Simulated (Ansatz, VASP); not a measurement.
# Two plane-wave programs on Sb2Pt

```xyz
12
Lattice="6.4423 0.0000 0.0000 0.0000 6.4423 0.0000 0.0000 0.0000 6.4423" Properties=species:S:1:pos:R:3 pbc="T T T"
Pt    0.0000    3.2212    3.2212
Pt    3.2212    3.2212    0.0000
Pt    3.2212    0.0000    3.2212
Pt    0.0000    0.0000    0.0000
Sb    2.4178    0.8034    5.6389
Sb    0.8034    5.6389    2.4178
Sb    5.6389    2.4178    0.8034
Sb    4.0245    4.0245    4.0245
Sb    4.0245    5.6389    0.8034
Sb    5.6389    0.8034    4.0245
Sb    0.8034    4.0245    5.6389
Sb    2.4178    2.4178    2.4178
```

Alike in both runs: task single point; functional PBE; k mesh 4 × 4 × 4; occupations fermi-dirac, width 0.05 eV; no spin polarisation.

|  | VASP | Ansatz |
| --- | --- | --- |
| version | VASP 6.6.1 | Ansatz 0.2.0 |
| potentials or method | VASP PAW PBE potentials, release 64 (Pt, Sb) | Ansatz PAW |
| plane-wave cutoff (eV) | 520 | 420 |
| valence electrons in the cell | 80 | 192 |

```tsv
	VASP	Ansatz	Ansatz less VASP
gap on the k mesh at the Fermi level (eV)	none	none	-
pressure (GPa)	5.9	6.3	+0.35
rms of the force components (eV/Å)	0.074	0.058	-0.0161
```

Atom by atom the forces differ by 0.016 eV/Å (rms over components). A gap of «none» marks a metal or a gap that the smearing closes. VASP's potentials hold 80 valence electrons a cell and Ansatz's 192, so a difference there can come from the potentials and not from the codes.

Neither program's run includes spin-orbit coupling.
